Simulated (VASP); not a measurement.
# InP: single point with LDA

The system is InP.

```
CELL_PARAMETERS angstrom
0.00000 2.80929 2.80929
2.80929 0.00000 2.80929
2.80929 2.80929 0.00000
ATOMIC_POSITIONS crystal
In 0.00000 0.00000 0.00000
P 0.75000 0.75000 0.75000
```

```
Program             : VASP 6.6.1
Task                : single point
Functional          : LDA
Potentials or basis : VASP PAW LDA potentials, release 64 (In_d, P)
Cutoff              : 520 eV
k mesh              : 8 × 8 × 8
Occupations         : fermi-dirac, width 0.05 eV
Spin                : no spin polarisation
```

The pressure is 10.0 GPa and the band gap on the k mesh is 1.19 eV, direct.

Levels at points of the mesh, in eV from the valence-band top:
| k point | band 5 | band 6 | band 7 | band 8 | band 9 | band 10 | band 11 | band 12 | band 13 | band 14 |
| --- | --- | --- | --- | --- | --- | --- | --- | --- | --- | --- |
| (0.00, 0.00, 0.00) | -14.30 | -12.50 | 0.00 | 0.00 | 0.00 | 1.19 | 3.92 | 3.92 | 3.92 | 8.91 |
| (0.50, 0.00, 0.00) | -14.28 | -10.28 | -6.58 | -1.20 | -1.20 | 1.62 | 4.69 | 4.69 | 7.08 | 9.88 |
| (0.50, 0.50, 0.00) | -14.25 | -9.47 | -6.46 | -2.83 | -2.83 | 1.36 | 2.06 | 9.83 | 10.28 | 10.28 |

It took 20 s on 1 thread of Intel(R) Xeon(R) Platinum 8488C (Sapphire Rapids), on a shared host, peak memory 0.16 GiB.

Caveat: spin-orbit coupling is left out, which moves the levels of the heavy elements. A k mesh can miss the band edges.
